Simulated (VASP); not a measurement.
The system is InAg2.

```
CELL_PARAMETERS angstrom
2.99170 0.00000 0.00000
-1.49585 2.59089 0.00000
0.00000 0.00000 7.87033
ATOMIC_POSITIONS crystal
In 0.00000 0.00000 0.00000
Ag 0.33333 0.66667 0.33086
Ag 0.66667 0.33333 0.66914
```

The cell was generated, and may not be a known phase.

```yaml
Program: VASP 6.6.1
Task: relaxation of cell and atoms
Functional: PBE
Potentials_or_basis: VASP PAW PBE potentials, release 64 (In_d, Ag)
Cutoff: 600 eV
k_mesh: 6 × 6 × 2
Occupations: gaussian, width 0.1 eV
Spin: no spin polarisation
```

At the start: pressure 0.5 GPa; volume 20.33 Å³/atom.

**Question.** How do energy, volume and symmetry change on relaxing?

**Answer.** Over 7 steps the energy falls by 133.6 meV/atom and the volume is 20.69 Å³/atom (+1.7 %); space group P-3m1 (No. 164, to 0.1 Å) before and after.

The path:
```
step  energy change (eV)  largest force (eV/Å)  pressure (GPa)  volume (Å³)
   1              0.0000                0.4294            0.46        61.00
   2             -0.1602                0.3163           -1.34        61.46
   3             -0.3904                0.1649           -0.35        62.06
   4             -0.3934                0.2548            0.07        62.05
   5             -0.3939                0.2265           -0.01        62.05
   6             -0.4001                0.0909            0.02        62.06
   7             -0.4008                0.0286            0.07        62.06
```

Final structure:
```xyz
3
Lattice="3.2781 0.0000 0.0000 -1.6391 2.8389 0.0000 0.0000 0.0000 6.6690" Properties=species:S:1:pos:R:3 pbc="T T T"
In    0.0000    0.0000    0.0000
Ag    0.0000    1.8926    2.2605
Ag    1.6391    0.9463    4.4085
```

Caveat: the k points lie up to 0.47 Å⁻¹ apart in the final cell, too coarse for converged energies and pressures of a metal; a cell axis changed by over 15 % at a fixed basis, so the end point is rough.
